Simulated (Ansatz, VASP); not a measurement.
**TiSi2: VASP beside Ansatz**

```
Ti Si
1.0
     1.75852   -6.67412    0.00000
     1.75852    6.67412    0.00000
     0.00000    0.00000    3.55562
Ti Si
2 4
Direct
  0.89464 0.09961 0.74717
  0.09961 0.89464 0.24717
  0.55483 0.43486 0.74488
  0.43486 0.55483 0.24488
  0.25977 0.76033 0.75994
  0.76033 0.25977 0.25994
```

Change from the starting cell: mode 5 (202.7 1/cm) frozen in, largest displacement +0.050 Å.

Alike in both runs: task single point; functional PBEsol; k mesh 14 × 14 × 14; occupations gaussian, width 0.15 eV; no spin polarisation.

```csv
,VASP,Ansatz
version,VASP 6.6.1,Ansatz 0.2.0
potentials or method,"VASP PAW PBE potentials, release 64 (Ti_sv, Si), cutoff 520 eV","scalar-relativistic, plane waves, PAW"
valence electrons in the cell,40,40
```

Ansatz gave:

| Item | Value |
| --- | --- |
| gap on the k mesh at the Fermi level (eV) | none |
| pressure (GPa) | 0.1 |
| traceless stress, the component that is largest in VASP (GPa) | -0.10 |
| rms of the force components (eV/Å) | 0.087 |

Question: What did VASP give for the same quantities?

Answer: gap on the k mesh at the Fermi level (eV): none; pressure (GPa): 0.2; traceless stress, the component that is largest in VASP (GPa): -0.10; rms of the force components (eV/Å): 0.087.

VASP's potentials were made for PBE, not for PBEsol. Atom by atom the forces differ by 0.000 eV/Å (rms over components). A gap of «none» marks a metal or a gap that the smearing closes.
